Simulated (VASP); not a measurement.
# SrTiO3 (Pm-3m) in VASP: notebook

Aim: see how the results for SrTiO3 move with the level of theory and the settings. Levels: PBE+D3(BJ), PBE, PBE+U. Tasks: single point.

Program: VASP 6.6.1. These are calculated values, not measurements. Logs are shortened: lines on timing, memory, paths and dates and some standing lists are left out, and cuts for length are marked.

## 1. The cell of the first run

Symmetry: Pm-3m, No. 221, cubic system. The conventional cell has a = 3.913 Å, b = 3.913 Å, c = 3.913 Å, α = 90.00°, β = 90.00°, γ = 90.00°. Sr (site symmetry m-3m) has 12 O at 2.77 Å and 8 Ti at 3.39 Å within 3.6 Å. Ti (site symmetry m-3m) has 6 O at 1.96 Å within 2.6 Å. Within 2.6 Å of O (site symmetry 4/mmm) lie 2 Ti at 1.96 Å.

## 2. Single point, PBE+D3(BJ)

INCAR

```
SYSTEM = SrTiO3
PREC = Accurate
ENCUT = 600
EDIFF = 1E-6
ISMEAR = 0
SIGMA = 0.1
LREAL = .False.
LASPH = .True.
NELM = 120
ALGO = Normal
ISIF = 2
LWAVE = .False.
LCHARG = .False.
GGA = PE
IVDW = 12
NBANDS = 28
GGA_COMPAT = .False.
```

KPOINTS

```
Automatic mesh
0
Gamma
  2 2 2
  0 0 0
```

POSCAR

```
SrTiO3
1.0
    3.9127013100      0.0000000000      0.0000000000
    0.0000000000      3.9127013100      0.0000000000
    0.0000000000      0.0000000000      3.9127013100
Sr Ti O
1 1 3
Direct
    0.0000000000      0.0000000000      0.0000000000
    0.5000000000      0.5000000000      0.5000000000
    0.5000000000      0.0000000000      0.5000000000
    0.5000000000      0.5000000000      0.0000000000
    0.0000000000      0.5000000000      0.5000000000
```

Potentials or basis: VASP PAW PBE potentials, release 64 (Sr_sv, Ti_sv, O).

Command:

```
cat potpaw_PBE.64/Sr_sv/POTCAR potpaw_PBE.64/Ti_sv/POTCAR potpaw_PBE.64/O/POTCAR > POTCAR
mpirun -np 1 vasp_std > vasp.out
```

OUTCAR:

```text
SYSTEM = SrTiO3
   PREC = Accurate
   ENCUT = 600
   EDIFF = 1E-6
   ISMEAR = 0
   LREAL = .False.
   LASPH = .True.
   NELM = 120
   ISIF = 2
   GGA = PE
   IVDW = 12
 IVDW          = 12

 ion  position               nearest neighbor table
   1  0.000  0.000  0.000-   3 2.77   4 2.77   5 2.77   3 2.77   5 2.77   4 2.77   5 2.77   5 2.77
                             3 2.77   4 2.77   3 2.77   4 2.77   2 3.39   2 3.39   2 3.39   2 3.39
   2  0.500  0.500  0.500-   3 1.96   4 1.96   5 1.96   4 1.96   3 1.96   5 1.96   1 3.39   1 3.39
                             1 3.39   1 3.39   1 3.39   1 3.39   1 3.39   1 3.39
   3  0.500  0.000  0.500-   2 1.96   2 1.96   1 2.77   1 2.77   1 2.77   1 2.77
   4  0.500  0.500  0.000-   2 1.96   2 1.96   1 2.77   1 2.77   1 2.77   1 2.77
   5  0.000  0.500  0.500-   2 1.96   2 1.96   1 2.77   1 2.77   1 2.77   1 2.77

  LATTYP: Found a simple cubic cell.
 ALAT       =     3.9127013100

  Lattice vectors:

 A1 = (   3.9127013100,   0.0000000000,   0.0000000000)
 A2 = (   0.0000000000,   3.9127013100,   0.0000000000)
 A3 = (   0.0000000000,   0.0000000000,   3.9127013100)

Analysis of symmetry for initial positions (statically):
=====================================================================
 Subroutine PRICEL returns:
 Original cell was already a primitive cell.

 Routine SETGRP: Setting up the symmetry group for a
 simple cubic supercell.

 Subroutine GETGRP returns: Found 48 space group operations
 (whereof 48 operations were pure point group operations)
 out of a pool of 48 trial point group operations.

The static configuration has the point symmetry O_h .

Analysis of symmetry for dynamics (positions and initial velocities):
=====================================================================
 Subroutine PRICEL returns:
 Original cell was already a primitive cell.

 Routine SETGRP: Setting up the symmetry group for a
 simple cubic supercell.

 Subroutine GETGRP returns: Found 48 space group operations
 (whereof 48 operations were pure point group operations)
 out of a pool of 48 trial point group operations.

The dynamic configuration has the point symmetry O_h .

 Subroutine INISYM returns: Found 48 space group operations
 (whereof 48 operations are pure point group operations),
 and found     1 'primitive' translations

----------------------------------------------------------------------------------------

                                     Primitive cell

  volume of cell :      59.9005

  direct lattice vectors                    reciprocal lattice vectors
     3.912701310  0.000000000  0.000000000     0.255577904  0.000000000  0.000000000
     0.000000000  3.912701310  0.000000000     0.000000000  0.255577904  0.000000000
     0.000000000  0.000000000  3.912701310     0.000000000  0.000000000  0.255577904

  length of vectors
     3.912701310  3.912701310  3.912701310     0.255577904  0.255577904  0.255577904

  position of ions in fractional coordinates (direct lattice)
     0.000000000  0.000000000  0.000000000
     0.500000000  0.500000000  0.500000000
     0.500000000  0.000000000  0.500000000
     0.500000000  0.500000000  0.000000000
     0.000000000  0.500000000  0.500000000

  ion indices of the primitive-cell ions
   primitive index   ion index
                 1           1
                 2           2
                 3           3
                 4           4
                 5           5

----------------------------------------------------------------------------------------

 KPOINTS: Automatic mesh

Automatic generation of k-mesh.
 Grid dimensions read from file:
 generate k-points for:    2    2    2

 Generating k-lattice:

  Cartesian coordinates                     Fractional coordinates (reciprocal lattice)
     0.127788952  0.000000000  0.000000000     0.500000000  0.000000000  0.000000000
     0.000000000  0.127788952  0.000000000     0.000000000  0.500000000  0.000000000
     0.000000000  0.000000000  0.127788952     0.000000000  0.000000000  0.500000000

  Length of vectors
     0.127788952  0.127788952  0.127788952

  Shift w.r.t. Gamma in fractional coordinates (k-lattice)
     0.000000000  0.000000000  0.000000000

 Subroutine IBZKPT returns following result:
 ===========================================

 Found      4 irreducible k-points:

 Following reciprocal coordinates:
            Coordinates               Weight
  0.000000  0.000000  0.000000      1.000000
  0.500000  0.000000  0.000000      3.000000
  0.500000  0.500000  0.000000      3.000000
  0.500000  0.500000  0.500000      1.000000
   k-points           NKPTS =      4   k-points in BZ     NKDIM =      4   number of bands    NBANDS=     28
   number of dos      NEDOS =    301   number of ions     NIONS =      5
   total plane-waves  NPLWV =  32768
   dimension x,y,z NGX =    32 NGY =   32 NGZ =   32
   dimension x,y,z NGXF=    64 NGYF=   64 NGZF=   64
   ions per type =               1   1   3
   NGX,Y,Z   is equivalent  to a cutoff of  13.60, 13.60, 13.60 a.u.
   NGXF,Y,Z  is equivalent  to a cutoff of  27.19, 27.19, 27.19 a.u.
 SYSTEM =  SrTiO3
   PREC   = accura    normal or accurate (medium, high low for compatibility)
   ISTART =      0    job   : 0-new  1-cont  2-samecut
   ICHARG =      2    charge: 1-file 2-atom 10-const
   ISPIN  =      1    spin polarized calculation?
   LNONCOLLINEAR =      F non collinear calculations
   LSORBIT =      F    spin-orbit coupling
   LASPH  =      T    aspherical Exc in radial PAW
   ENCUT  =  600.0 eV  44.10 Ry    6.64 a.u.   7.81  7.81  7.81*2*pi/ulx,y,z
   NELM   =    120;   NELMIN=  2; NELMDL= -5     # of ELM steps
   EDIFF  = 0.1E-05   stopping-criterion for ELM
   LREAL  =      F    real-space projection
   EDIFFG = 0.1E-04   stopping-criterion for IOM
   NSW    =      0    number of steps for IOM
   IBRION =     -1    ionic relax: 0-MD 1-quasi-New 2-CG
   NFREE  =      0    steps in history (QN), initial steepest desc. (CG)
   ISIF   =      2    stress and relaxation
   ISYM   =      2    0-nonsym 1-usesym 2-fastsym
   POTIM  = 0.5000    time-step for ionic-motion
   TEBEG  =    0.0;   TEEND  =   0.0 temperature during run
   PSTRESS=    0.0 pullay stress
   NELECT =      40.0000    total number of electrons
   NUPDOWN=      -1.0000    fix difference up-down
   EMIN   =  10.00;   EMAX   =-10.00  energy-range for DOS
   EFERMI =   0.00;   METHOD = LEGACY
   ISMEAR =     0;   SIGMA  =   0.10  broadening in eV -4-tet -1-fermi 0-gaus
   EFERMI_NEDOS =   21; number of points for ismear=-14 and -15
   IALGO  =     38    algorithm
   IMIX   =      4    mixing-type and parameters
     AMIX     =   0.40;   BMIX     =  1.00
     AMIX_MAG =   1.60;   BMIX_MAG =  1.00
  volume/ion in A,a.u.               =      11.98        80.85
  Fermi-wavevector in a.u.,A,eV,Ry     =   1.430929  2.704064 27.858721  2.047558
  Thomas-Fermi vector in A             =   2.550721
   LORBIT       =      0    0 simple, 1 ext, 2 COOP (PROOUT), +10 PAW based schemes
   GGA     = PE    functional components
   LHFCALC =     F    Hartree Fock is set to
   AEXX    =    0.0000 exact exchange contribution
   IVDW    =    12    specifies the selected vdW correction
   LEPSILON=     F    determine dielectric tensor
   LRPA    =     F    only Hartree local field effects (RPA)
 non-spin polarized calculation
 Gauss-broadening in eV      SIGMA  =   0.10
  energy-cutoff  :      600.00
  volume of cell :       59.90
 maximum number of plane-waves:      2008
 NGX is ok and might be reduce to    32
   NGX = 15   NGY = 15   NGZ = 15

 number of electron      39.9999977 magnetization

 Free energy of the ion-electron system (eV)
  ---------------------------------------------------
  ext. energy  EPLUGINS =         0.00000000
  ---------------------------------------------------
  free energy    TOTEN  =       -39.32463034 eV

  energy without entropy =      -39.32463034  energy(sigma->0) =      -39.32463034

 E-fermi :   4.8386     XC(G=0): -11.2411

 val. band max:        4.2324972888   @ k =   0.5000   0.5000   0.5000
 cond. band min:       5.6901074531   @ k =   0.0000   0.0000   0.0000
 fundamental gap:      1.4576101643
 Fermi energy:         4.8385824898

 k-point     1 :       0.0000    0.0000    0.0000
  band No.  band energies     occupation
      1     -52.7742      2.00000
      2     -28.9937      2.00000
      3     -28.9937      2.00000
      4     -28.9937      2.00000
      5     -28.6648      2.00000
      6     -13.1953      2.00000
      7     -12.2103      2.00000
      8     -12.2103      2.00000
      9     -10.6542      2.00000
     10     -10.6542      2.00000
     11     -10.6542      2.00000
     12       1.3655      2.00000
     13       1.3655      2.00000
     14       1.3655      2.00000
     15       3.0612      2.00000
     16       3.0612      2.00000
     17       3.0612      2.00000
     18       3.8667      2.00000
     19       3.8667      2.00000
     20       3.8667      2.00000
     21       5.6901      0.00000
     22       5.6901      0.00000
     23       5.6901      0.00000
     24       8.0656      0.00000
     25       8.0656      0.00000
     26       9.5388      0.00000
     27       9.5388      0.00000
     28      10.3186      0.00000

 k-point     2 :       0.5000    0.0000    0.0000
  band No.  band energies     occupation
      1     -52.7728      2.00000
      2     -29.0838      2.00000
      3     -28.9910      2.00000
      4     -28.9910      2.00000
      5     -28.6156      2.00000
      6     -13.4283      2.00000
      7     -12.1700      2.00000
      8     -11.9038      2.00000
      9     -10.6084      2.00000
     10     -10.6084      2.00000
     11     -10.0594      2.00000
     12      -0.1858      2.00000
     13       1.3527      2.00000
     14       1.3527      2.00000
     15       1.7333      2.00000
     16       1.8068      2.00000
     17       1.8068      2.00000
     18       2.2379      2.00000
     19       3.4874      2.00000
     20       3.4874      2.00000
     21       5.8405      0.00000
     22       7.6315      0.00000
     23       7.6315      0.00000
     24       8.0791      0.00000
     25      10.3393      0.00000
     26      11.4464      0.00000
     27      11.5531      0.00000
     28      12.1454      0.00000

 k-point     3 :       0.5000    0.5000    0.0000
  band No.  band energies     occupation
      1     -52.7714      2.00000
      2     -29.0560      2.00000
      3     -29.0560      2.00000
      4     -28.9885      2.00000
      5     -28.6235      2.00000
      6     -12.5476      2.00000
      7     -12.3831      2.00000
      8     -12.3831      2.00000
      9     -10.5532      2.00000
     10     -10.2171      2.00000
     11     -10.2171      2.00000
     12      -0.4662      2.00000
     13      -0.3682      2.00000
     14      -0.0698      2.00000
     15       1.3135      2.00000
     16       1.3135      2.00000
     17       2.4653      2.00000
     18       2.6483      2.00000
     19       2.6483      2.00000
     20       4.1380      2.00000
     21       7.6285      0.00000
     22       7.6285      0.00000
     23       8.0477      0.00000
     24       9.0784      0.00000
     25      12.0153      0.00000
     26      12.2163      0.00000
     27      12.3880      0.00000
     28      13.6670      0.00000

 k-point     4 :       0.5000    0.5000    0.5000
  band No.  band energies     occupation
      1     -52.7700      2.00000
      2     -29.0527      2.00000
      3     -29.0527      2.00000
      4     -29.0527      2.00000
      5     -28.6057      2.00000
      6     -11.8691      2.00000
      7     -11.8691      2.00000
      8     -11.8691      2.00000
      9     -10.9118      2.00000
     10     -10.9118      2.00000
     11     -10.9118      2.00000
     12      -0.4523      2.00000
     13      -0.0523      2.00000
     14      -0.0523      2.00000
     15       0.4233      2.00000
     16       0.4233      2.00000
     17       0.4233      2.00000
     18       4.2325      2.00000
     19       4.2325      2.00000
     20       4.2325      2.00000
     21       8.2706      0.00000
     22       8.2706      0.00000
     23       8.2706      0.00000
     24      11.0687      0.00000
     25      11.0687      0.00000
     26      11.0687      0.00000
     27      12.2171      0.00000
     28      12.2171      0.00000

------------------------ aborting loop because EDIFF is reached ----------------------------------------

 Edisp (eV)   -1.31947

 E8    (eV) :    -0.5780

  FORCE on cell =-STRESS in cart. coord.  units (eV):
  Direction    XX          YY          ZZ          XY          YZ          ZX
  --------------------------------------------------------------------------------------
  -------------------------------------------------------------------------------------
  Total       0.90956     0.90956     0.90956     0.00000     0.00000     0.00000
  in kB      24.32833    24.32833    24.32833     0.00000     0.00000     0.00000
  external pressure =       24.33 kB  Pullay stress =        0.00 kB

 VOLUME and BASIS-vectors are now :
 -----------------------------------------------------------------------------
  energy-cutoff  :      600.00
  volume of cell :       59.90
      direct lattice vectors                 reciprocal lattice vectors
     3.912701310  0.000000000  0.000000000     0.255577904  0.000000000  0.000000000
     0.000000000  3.912701310  0.000000000     0.000000000  0.255577904  0.000000000
     0.000000000  0.000000000  3.912701310     0.000000000  0.000000000  0.255577904

 POSITION                                       TOTAL-FORCE (eV/Angst)
 -----------------------------------------------------------------------------------
      0.00000      0.00000      0.00000         0.000000      0.000000      0.000000
      1.95635      1.95635      1.95635         0.000000      0.000000      0.000000
      1.95635      0.00000      1.95635         0.000000      0.000000      0.000000
      1.95635      1.95635      0.00000         0.000000      0.000000      0.000000
      0.00000      1.95635      1.95635         0.000000      0.000000      0.000000
 -----------------------------------------------------------------------------------
    total drift:                                0.000000     -0.000000     -0.000000

  FREE ENERGIE OF THE ION-ELECTRON SYSTEM (eV)
  ---------------------------------------------------
  free  energy   TOTEN  =       -40.6441019621 eV

  energy  without entropy=      -40.6441019621  energy(sigma->0) =      -40.64410196
```

It took 11 s on 1 thread of Intel Xeon 6975P-C, shared host; peak memory 0.19 GiB.

Results:

- Free energy: -40.6441 eV
- Pressure: 2.4 GPa
- Band gap on the k mesh: 1.46 eV, indirect (least direct gap 1.82 eV)
- Dispersion energy per atom: -0.264 eV

Levels at points of the mesh, in eV from the valence-band top:
```csv
k point,band 17,band 18,band 19,band 20,band 21,band 22,band 23,band 24
"(0.00, 0.00, 0.00)",-1.17,-0.37,-0.37,-0.37,1.46,1.46,1.46,3.83
"(0.50, 0.00, 0.00)",-2.43,-1.99,-0.75,-0.75,1.61,3.40,3.40,3.85
"(0.50, 0.50, 0.00)",-1.77,-1.58,-1.58,-0.09,3.40,3.40,3.82,4.85
"(0.50, 0.50, 0.50)",-3.81,0.00,0.00,0.00,4.04,4.04,4.04,6.84
```

Caveat: the k points lie up to 0.80 Å⁻¹ apart; three body term missing. PBE gaps usually lie below the measured ones, often by a third to a half.

(Continued in part 2 of 2.)
